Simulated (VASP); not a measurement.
# SnSe (Fm-3m) in VASP: settings compared

SnSe is run at these levels: PBEsol, LDA, r2SCAN; tasks: single point.

Everything below comes from runs of VASP 6.6.1. Logs are shortened: lines on timing, memory, paths and dates and some standing lists are left out, and cuts for length are marked.

### 1 The cell of the first run

It takes space group Fm-3m (No. 225, cubic). The conventional cell has a = 5.933 Å, b = 5.933 Å, c = 5.933 Å, α = 90.00°, β = 90.00°, γ = 90.00°. Sn (site symmetry m-3m) has 6 Se at 2.97 Å within 3.9 Å. Within 3.9 Å of Se (site symmetry m-3m) lie 6 Sn at 2.97 Å.

### 2 Single point, PBEsol

The input, INCAR:

```
PREC = Accurate ; ENCUT = 520
EDIFF = 1E-6 ; ISMEAR = -1
SIGMA = 0.02 ; LREAL = False
LASPH = True ; NELM = 80
ALGO = Normal ; ISIF = 2
LWAVE = False ; LCHARG = False
GGA = PS ; NBANDS = 17
```

The input, KPOINTS:

```
Automatic mesh
0
Gamma
  6 6 6
```

The input, POSCAR:

```
SnSe
1.0
    0.0000000000      2.9665386486      2.9665386486
    2.9665386486      0.0000000000      2.9665386486
    2.9665386486      2.9665386486      0.0000000000
Sn Se
1 1
Direct
    0.0000000000      0.0000000000      0.0000000000
    0.5000000000      0.5000000000      0.5000000000
```

Potentials or basis: VASP PAW PBE potentials, release 64 (Sn_d, Se).

Launch:

```console
cat potpaw_PBE.64/Sn_d/POTCAR potpaw_PBE.64/Se/POTCAR > POTCAR
mpirun -np 1 vasp_std > vasp.out
```

OUTCAR:

```text
PREC = Accurate
   ENCUT = 520
   EDIFF = 1E-6
   ISMEAR = -1
   LREAL = False
   LASPH = True
   NELM = 80
   ISIF = 2
   GGA = PS

 ion  position               nearest neighbor table
   1  0.000  0.000  0.000-   2 2.97   2 2.97   2 2.97   2 2.97   2 2.97   2 2.97
   2  0.500  0.500  0.500-   1 2.97   1 2.97   1 2.97   1 2.97   1 2.97   1 2.97

  LATTYP: Found a face centered cubic cell.
 ALAT       =     5.9330772972

  Lattice vectors:

 A1 = (   0.0000000000,   2.9665386486,   2.9665386486)
 A2 = (   2.9665386486,   0.0000000000,   2.9665386486)
 A3 = (   2.9665386486,   2.9665386486,   0.0000000000)

Analysis of symmetry for initial positions (statically):
=====================================================================
 Subroutine PRICEL returns:
 Original cell was already a primitive cell.

 Routine SETGRP: Setting up the symmetry group for a
 face centered cubic supercell.

 Subroutine GETGRP returns: Found 48 space group operations
 (whereof 48 operations were pure point group operations)
 out of a pool of 48 trial point group operations.

The static configuration has the point symmetry O_h .

Analysis of symmetry for dynamics (positions and initial velocities):
=====================================================================
 Subroutine PRICEL returns:
 Original cell was already a primitive cell.

 Routine SETGRP: Setting up the symmetry group for a
 face centered cubic supercell.

 Subroutine GETGRP returns: Found 48 space group operations
 (whereof 48 operations were pure point group operations)
 out of a pool of 48 trial point group operations.

The dynamic configuration has the point symmetry O_h .

 Subroutine INISYM returns: Found 48 space group operations
 (whereof 48 operations are pure point group operations),
 and found     1 'primitive' translations

----------------------------------------------------------------------------------------

                                     Primitive cell

  volume of cell :      52.2132

  direct lattice vectors                    reciprocal lattice vectors
     0.000000000  2.966538649  2.966538649    -0.168546599  0.168546599  0.168546599
     2.966538649  0.000000000  2.966538649     0.168546599 -0.168546599  0.168546599
     2.966538649  2.966538649  0.000000000     0.168546599  0.168546599 -0.168546599

  length of vectors
     4.195319190  4.195319190  4.195319190     0.291931273  0.291931273  0.291931273

  position of ions in fractional coordinates (direct lattice)
     0.000000000  0.000000000  0.000000000
     0.500000000  0.500000000  0.500000000

  ion indices of the primitive-cell ions
   primitive index   ion index
                 1           1
                 2           2

----------------------------------------------------------------------------------------

 KPOINTS: Automatic mesh

Automatic generation of k-mesh.
 Grid dimensions read from file:
 generate k-points for:    6    6    6

 Generating k-lattice:

  Cartesian coordinates                     Fractional coordinates (reciprocal lattice)
    -0.028091100  0.028091100  0.028091100     0.166666667  0.000000000  0.000000000
     0.028091100 -0.028091100  0.028091100     0.000000000  0.166666667  0.000000000
     0.028091100  0.028091100 -0.028091100     0.000000000  0.000000000  0.166666667

  Length of vectors
     0.048655212  0.048655212  0.048655212

  Shift w.r.t. Gamma in fractional coordinates (k-lattice)
     0.000000000  0.000000000  0.000000000

 Subroutine IBZKPT returns following result:
 ===========================================

 Found     16 irreducible k-points:

 Following reciprocal coordinates:
            Coordinates               Weight
  0.000000  0.000000  0.000000      1.000000
  0.166667  0.000000  0.000000      8.000000
  0.333333  0.000000  0.000000      8.000000
  0.500000  0.000000  0.000000      4.000000
  0.166667  0.166667  0.000000      6.000000
  0.333333  0.166667  0.000000     24.000000
[... 8 lines left out ...]
 -0.333333  0.333333  0.166667     24.000000
 -0.333333  0.500000  0.166667     12.000000
   k-points           NKPTS =     16   k-points in BZ     NKDIM =     16   number of bands    NBANDS=     17
   number of dos      NEDOS =    301   number of ions     NIONS =      2
   total plane-waves  NPLWV =  32768
   dimension x,y,z NGX =    32 NGY =   32 NGZ =   32
   dimension x,y,z NGXF=    64 NGYF=   64 NGZF=   64
   ions per type =               1   1
   NGX,Y,Z   is equivalent  to a cutoff of  12.68, 12.68, 12.68 a.u.
   NGXF,Y,Z  is equivalent  to a cutoff of  25.36, 25.36, 25.36 a.u.
 SYSTEM =  unknown system
   PREC   = accura    normal or accurate (medium, high low for compatibility)
   ISTART =      0    job   : 0-new  1-cont  2-samecut
   ICHARG =      2    charge: 1-file 2-atom 10-const
   ISPIN  =      1    spin polarized calculation?
   LNONCOLLINEAR =      F non collinear calculations
   LSORBIT =      F    spin-orbit coupling
   LASPH  =      T    aspherical Exc in radial PAW
   ENCUT  =  520.0 eV  38.22 Ry    6.18 a.u.   7.80  7.80  7.80*2*pi/ulx,y,z
   NELM   =     80;   NELMIN=  2; NELMDL= -5     # of ELM steps
   EDIFF  = 0.1E-05   stopping-criterion for ELM
   LREAL  =      F    real-space projection
   EDIFFG = 0.1E-04   stopping-criterion for IOM
   NSW    =      0    number of steps for IOM
   IBRION =     -1    ionic relax: 0-MD 1-quasi-New 2-CG
   NFREE  =      0    steps in history (QN), initial steepest desc. (CG)
   ISIF   =      2    stress and relaxation
   ISYM   =      2    0-nonsym 1-usesym 2-fastsym
   POTIM  = 0.5000    time-step for ionic-motion
   TEBEG  =    0.0;   TEEND  =   0.0 temperature during run
   PSTRESS=    0.0 pullay stress
   NELECT =      20.0000    total number of electrons
   NUPDOWN=      -1.0000    fix difference up-down
   EMIN   =  10.00;   EMAX   =-10.00  energy-range for DOS
   EFERMI =   0.00;   METHOD = LEGACY
   ISMEAR =    -1;   SIGMA  =   0.02  broadening in eV -4-tet -1-fermi 0-gaus
   EFERMI_NEDOS =   21; number of points for ismear=-14 and -15
   IALGO  =     38    algorithm
   IMIX   =      4    mixing-type and parameters
     AMIX     =   0.40;   BMIX     =  1.00
     AMIX_MAG =   1.60;   BMIX_MAG =  1.00
  volume/ion in A,a.u.               =      26.11       176.18
  Fermi-wavevector in a.u.,A,eV,Ry     =   1.188935  2.246762 19.232743  1.413567
  Thomas-Fermi vector in A             =   2.325054
   LORBIT       =      0    0 simple, 1 ext, 2 COOP (PROOUT), +10 PAW based schemes
   GGA     = PS    functional components
   LHFCALC =     F    Hartree Fock is set to
   AEXX    =    0.0000 exact exchange contribution
   IVDW    =     0    specifies the selected vdW correction
   LEPSILON=     F    determine dielectric tensor
   LRPA    =     F    only Hartree local field effects (RPA)
 non-spin polarized calculation
  energy-cutoff  :      520.00
  volume of cell :       52.21
 maximum number of plane-waves:      1420
   NGX = 15   NGY = 15   NGZ = 15

 number of electron      20.0000005 magnetization

 Free energy of the ion-electron system (eV)
  ---------------------------------------------------
  ext. energy  EPLUGINS =         0.00000000
  ---------------------------------------------------
  free energy    TOTEN  =        -9.00892259 eV

  energy without entropy =       -9.00892259  energy(sigma->0) =       -9.00892259

 E-fermi :   6.2431     XC(G=0):  -9.9797

 val. band max:        5.8118865966   @ k =   0.5000   0.0000   0.0000
 cond. band min:       6.6556672606   @ k =   0.5000   0.0000   0.0000
 fundamental gap:      0.8437806640
 Fermi energy:         6.2430826595

 k-point     1 :       0.0000    0.0000    0.0000
  band No.  band energies     occupation
      1     -15.5551      2.00000
      2     -15.5551      2.00000
      3     -15.5533      2.00000
      4     -15.5533      2.00000
      5     -15.5533      2.00000
      6      -8.2634      2.00000
[... 9 lines left out ...]
     16      11.6823      0.00000
     17      13.9242      0.00000

 k-point     2 :       0.1667    0.0000    0.0000
  band No.  band energies     occupation
      1     -15.5574      2.00000
      2     -15.5574      2.00000
      3     -15.5525      2.00000
      4     -15.5496      2.00000
      5     -15.5496      2.00000
      6      -8.0556      2.00000
[... 9 lines left out ...]
     16      12.3404      0.00000
     17      15.8936      0.00000

 k-point     3 :       0.3333    0.0000    0.0000
  band No.  band energies     occupation
      1     -15.5624      2.00000
      2     -15.5624      2.00000
      3     -15.5512      2.00000
      4     -15.5416      2.00000
      5     -15.5416      2.00000
      6      -7.5517      2.00000
[... 9 lines left out ...]
     16      14.0279      0.00000
     17      17.9739      0.00000

 k-point     4 :       0.5000    0.0000    0.0000
  band No.  band energies     occupation
      1     -15.5649      2.00000
      2     -15.5649      2.00000
      3     -15.5506      2.00000
      4     -15.5376      2.00000
      5     -15.5376      2.00000
      6      -7.2278      2.00000
[... 9 lines left out ...]
     16      16.1612      0.00000
     17      16.1612      0.00000
[... 183 lines left out ...]
      1     -15.5746      2.00000
      2     -15.5552      2.00000
      3     -15.5529      2.00000
      4     -15.5396      2.00000
      5     -15.5374      2.00000
      6      -7.1916      2.00000
[... 9 lines left out ...]
     16      15.9395      0.00000
     17      16.5341      0.00000

 k-point    15 :      -0.3333    0.3333    0.1667
  band No.  band energies     occupation
      1     -15.5764      2.00000
      2     -15.5566      2.00000
      3     -15.5467      2.00000
      4     -15.5448      2.00000
      5     -15.5343      2.00000
      6      -6.9687      2.00000
[... 9 lines left out ...]
     16      17.4250      0.00000
     17      17.4679      0.00000

 k-point    16 :      -0.3333    0.5000    0.1667
  band No.  band energies     occupation
      1     -15.5841      2.00000
      2     -15.5542      2.00000
      3     -15.5514      2.00000
      4     -15.5393      2.00000
      5     -15.5316      2.00000
      6      -6.8816      2.00000
[... 9 lines left out ...]
     16      17.3068      0.00000
     17      18.7518      0.00000

------------------------ aborting loop because EDIFF is reached ----------------------------------------

  FORCE on cell =-STRESS in cart. coord.  units (eV):
  Direction    XX          YY          ZZ          XY          YZ          ZX
  --------------------------------------------------------------------------------------
  -------------------------------------------------------------------------------------
  Total        0.0027781      0.0027781      0.0027781      0.0000000      0.0000000      0.0000000
  in kB        0.0852481      0.0852481      0.0852481      0.0000000      0.0000000      0.0000000
  external PRESSURE =       0.0852481 kB  Pullay stress =       0.0000000 kB

 VOLUME and BASIS-vectors are now :
 -----------------------------------------------------------------------------
  energy-cutoff  :      520.00
  volume of cell :       52.21
      direct lattice vectors                 reciprocal lattice vectors
     0.000000000  2.966538649  2.966538649    -0.168546599  0.168546599  0.168546599
     2.966538649  0.000000000  2.966538649     0.168546599 -0.168546599  0.168546599
     2.966538649  2.966538649  0.000000000     0.168546599  0.168546599 -0.168546599

 POSITION                                       TOTAL-FORCE (eV/Angst)
 -----------------------------------------------------------------------------------
      0.00000      0.00000      0.00000        -0.000000      0.000000     -0.000000
      2.96654      2.96654      2.96654         0.000000      0.000000      0.000000
 -----------------------------------------------------------------------------------
    total drift:                                0.000000     -0.000000     -0.000000

  FREE ENERGIE OF THE ION-ELECTRON SYSTEM (eV)
  ---------------------------------------------------
  free  energy   TOTEN  =        -9.0089225853 eV

  energy  without entropy=       -9.0089225853  energy(sigma->0) =       -9.00892259
```

Wall time 7.8 s (1 thread of Intel Xeon 6975P-C, shared host); peak memory 0.18 GiB.

What came out:

- Free energy: -9.0089 eV
- Pressure: 0.0 GPa
- Band gap on the k mesh: 0.84 eV, direct

Caveat: the PAW data sets were made with another functional, which shifts forces and pressure a little; spin-orbit coupling is left out, which moves the levels of the heavy elements.

### 3 Single point, LDA

This run uses another cell than the first one, of 25.43 Å³/atom, 0.974 times its volume.

The input, INCAR:

```
PREC     = Accurate       # precision mode
ENCUT    = 520            # plane-wave cutoff, eV
EDIFF    = 1E-7           # SCF threshold, eV
ISMEAR   = -1             # smearing method
SIGMA    = 0.02           # smearing width, eV
LREAL    = F              # projectors in reciprocal space
LASPH    = T              # aspherical terms in the spheres
NELM     = 60             # most SCF steps
ALGO     = Normal         # electronic algorithm
ISIF     = 2              # what is computed and relaxed
LWAVE    = F              # write WAVECAR
LCHARG   = F              # write CHGCAR
GGA      = CA             # functional
NBANDS   = 17             # bands
```

KPOINTS is that of step 2.

The input, POSCAR:

```
SnSe
1.0
    0.0000000000      2.9408745891      2.9408745891
    2.9408745891      0.0000000000      2.9408745891
    2.9408745891      2.9408745891      0.0000000000
Sn Se
1 1
Direct
    0.0000000000      0.0000000000      0.0000000000
    0.5000000000      0.5000000000      0.5000000000
```

Potentials or basis: VASP PAW LDA potentials, release 64 (Sn_d, Se).

Launch:

```console
cat potpaw_LDA.64/Sn_d/POTCAR potpaw_LDA.64/Se/POTCAR > POTCAR
mpirun -np 1 vasp_std > vasp.out
```

Run time: 6.9 s. Hardware: 1 thread of Intel Xeon 6975P-C, shared host; peak memory 0.15 GiB.

It converged, with:

| Quantity | Value |
| --- | --- |
| Free energy | -9.5354 eV |
| Pressure | 0.1 GPa |
| Band gap on the k mesh | 0.94 eV, direct |

Levels at points of the mesh, in eV from the valence-band top:
| k point | band 6 | band 7 | band 8 | band 9 | band 10 | band 11 | band 12 | band 13 | band 14 | band 15 |
| --- | --- | --- | --- | --- | --- | --- | --- | --- | --- | --- |
| (0.00, 0.00, 0.00) | -14.23 | -4.81 | -2.23 | -2.23 | -2.23 | 4.63 | 4.63 | 4.63 | 5.93 | 5.93 |
| (0.50, 0.00, 0.00) | -13.13 | -8.33 | -1.96 | -1.96 | 0.00 | 0.94 | 1.29 | 1.29 | 8.50 | 10.46 |
| (0.50, 0.50, 0.00) | -12.78 | -5.98 | -5.83 | -3.82 | -3.82 | 2.90 | 5.79 | 5.79 | 6.47 | 10.88 |

Caveat: spin-orbit coupling is left out, which moves the levels of the heavy elements.

### 4 Single point, r2SCAN

This run uses another cell than the first one, of 27.06 Å³/atom, 1.036 times its volume.

The input, POSCAR:

```
SnSe
1.0
    0.0000000000      3.0021130771      3.0021130771
    3.0021130771      0.0000000000      3.0021130771
    3.0021130771      3.0021130771      0.0000000000
Sn Se
1 1
Direct
    0.0000000000      0.0000000000      0.0000000000
    0.5000000000      0.5000000000      0.5000000000
```

The input, INCAR.step1:

```
SYSTEM = SnSe
PREC = Accurate
ENCUT = 520
ISMEAR = -1
SIGMA = 0.02
LREAL = .False.
LASPH = .True.
NELM = 60
NBANDS = 17
GGA = PE
ALGO = Normal
EDIFF = 1E-4
LWAVE = .True.
LCHARG = .False.
```

The input, INCAR.step2:

```
SYSTEM = SnSe
PREC = Accurate
ENCUT = 520
EDIFF = 1E-6
ISMEAR = -1
SIGMA = 0.02
LREAL = .False.
LASPH = .True.
NELM = 60
ALGO = Normal
ISIF = 2
LWAVE = .False.
LCHARG = .True.
METAGGA = R2SCAN
LMIXTAU = .True.
LELF = .True.
LVHAR = .True.
NBANDS = 17
ISTART = 1
```

The input, KPOINTS:

```
regular mesh
0
Gamma
  6 6 6
  0 0 0
```

Potentials or basis: VASP PAW PBE potentials, release 64 (Sn_d, Se).

Launch:

```console
cat potpaw_PBE.64/Sn_d/POTCAR potpaw_PBE.64/Se/POTCAR > POTCAR
cp INCAR.step1 INCAR
mpirun -np 1 vasp_std > vasp.out
cp INCAR.step2 INCAR
mpirun -np 1 vasp_std > vasp.out
```

Wall time 32 s (1 thread of Intel Xeon 6975P-C, shared host); peak memory 0.19 GiB.

It converged, with:

| Property | Result |
| --- | --- |
| Free energy | -39.8915 eV |
| Pressure | 0.0 GPa |
| Band gap on the k mesh | 0.49 eV, direct |

Levels at points of the mesh, in eV from the valence-band top:
| k point | band 8 | band 9 | band 10 | band 11 | band 12 | band 13 |
| --- | --- | --- | --- | --- | --- | --- |
| (0.00, 0.00, 0.00) | -2.67 | -2.67 | -2.67 | 4.39 | 4.39 | 4.39 |
| (0.50, 0.00, 0.00) | -2.40 | -2.40 | 0.00 | 0.49 | 1.13 | 1.13 |
| (0.50, 0.50, 0.00) | -6.00 | -4.14 | -4.14 | 3.09 | 5.51 | 5.51 |

Caveat: the PAW data sets were made with another functional, which shifts forces and pressure a little; spin-orbit coupling is left out, which moves the levels of the heavy elements. A k mesh can miss the band edges.

### 5 Overview

| level | potentials or basis | cell | gap on the mesh (eV) | pressure (GPa) |
| --- | --- | --- | --- | --- |
| PBEsol | VASP PAW PBE potentials, release 64 (Sn_d, Se) | a = 4.195 Å, angles 60.0°, 2 atoms | 0.84 | 0.0 |
| LDA | VASP PAW LDA potentials, release 64 (Sn_d, Se) | a = 4.159 Å, angles 60.0°, 2 atoms | 0.94 | 0.1 |
| r2SCAN | VASP PAW PBE potentials, release 64 (Sn_d, Se) | a = 4.246 Å, angles 60.0°, 2 atoms | 0.49 | 0.0 |

Alike in all rows: task single point; no spin polarisation; k mesh 6 × 6 × 6; cutoff (eV) 520; smearing fermi-dirac 0.02 eV.

Caveats: spin-orbit coupling is left out, which moves the levels of the heavy elements; the PAW data sets were made with another functional, which shifts forces and pressure a little (some runs).

Absolute energies hang on the potentials; compare differences alone.
